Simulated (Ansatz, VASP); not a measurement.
## One calculation of SrTiO3, two programs

```
CELL_PARAMETERS angstrom
4.02437 0.00000 0.00000
0.00000 4.02437 0.00000
0.00000 0.00000 3.88523
ATOMIC_POSITIONS crystal
Sr 0.00000 0.00000 0.00000
Ti 0.50000 0.50000 0.50000
O 0.50000 0.50000 0.00000
O 0.50000 0.00000 0.50000
O 0.00000 0.50000 0.50000
```

Alike in both runs: task single point; functional PBE; k mesh 8 × 8 × 8; occupations gaussian, width 0.02 eV; no spin polarisation.

```csv
,VASP,Ansatz
version,VASP 6.6.1,Ansatz 0.2.0
potentials or method,"VASP PAW PBE potentials, release 64 (Sr_sv, Ti_sv, O), cutoff 600 eV","scalar-relativistic, plane waves, PAW"
valence electrons in the cell,40,40
```

VASP gave:

```
gap on the k mesh at the Fermi level (eV)                     : 1.70
least direct gap on the mesh (eV)                             : 2.08
pressure (GPa)                                                : -4.2
traceless stress, the component that is largest in VASP (GPa) : 4.72
```

**Question.** Which values does Ansatz return?

**Answer.** gap on the k mesh at the Fermi level (eV): 1.73; least direct gap on the mesh (eV): 2.10; pressure (GPa): -4.6; traceless stress, the component that is largest in VASP (GPa): 4.65.

The functional is the same, so the differences come from potentials, cutoffs and numerics.
